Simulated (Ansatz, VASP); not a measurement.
**P in VASP and in Ansatz**

```
P
1.0
     0.00000    2.31448    2.31448
     2.31448    0.00000    2.31448
     2.31448    2.31448    0.00000
P
2
Direct
  0.87500 0.87500 0.87500
  0.12500 0.12500 0.12500
```

Change from the starting cell: volume scaled by 0.6, LAPW.

Alike in both runs: task single point; functional PBE; k mesh 12 × 12 × 12; occupations fermi-dirac, width 0.1 eV; no spin polarisation.

|  | VASP | Ansatz |
| --- | --- | --- |
| version | VASP 6.6.1 | Ansatz 0.2.0 |
| potentials or method | VASP PAW PBE potentials, release 64 (P), cutoff 520 eV | all-electron LAPW, scalar-relativistic |

```csv
,VASP,Ansatz,Ansatz less VASP
pressure (GPa),68.5,69.6,+1.07
```

Both programs put the cell under a high pressure, so it lies far from rest at this level. Ansatz ran all-electron here, and VASP with PAW potentials.

Noted on VASP's run: the cell as given lies far from equilibrium.
